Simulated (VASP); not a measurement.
A run of VASP 6.6.1 is set up as follows.

The input INCAR:

```
  PREC = Accurate
  ENCUT = 500
  EDIFF = 1E-6
  ISMEAR = -1
  SIGMA = 0.1
  LREAL = F
  LASPH = T
  NELM = 120
  ALGO = Normal
  ISIF = 2
  LWAVE = F
  LCHARG = T
  GGA = CA
  LELF = T
  LVHAR = T
  NBANDS = 18
  GGA_COMPAT = F
```

File KPOINTS:

```
regular mesh
0
Gamma
  7 7 7
```

POSCAR

```
YHg
1.0
    3.6800000000      0.0000000000      0.0000000000
    0.0000000000      3.6800000000      0.0000000000
    0.0000000000      0.0000000000      3.6800000000
Y Hg
1 1
Direct
    0.5000000000      0.5000000000      0.5000000000
    0.0000000000      0.0000000000      0.0000000000
```

Potentials or basis: VASP PAW LDA potentials, release 64 (Y_sv, Hg).

Command:

```bash
$ cat potpaw_LDA.64/Y_sv/POTCAR potpaw_LDA.64/Hg/POTCAR > POTCAR
$ mpirun -np 1 vasp_std > vasp.out
```

(1) Predict the band gap on the k mesh.

(2) Predict the pressure.

## Answers

(1) zero (an odd number of electrons rules out a gap without spin polarisation).

(2) -3.1 GPa.

Caveat: the cell stands under tension; spin-orbit coupling is left out, which moves the levels of the heavy elements.
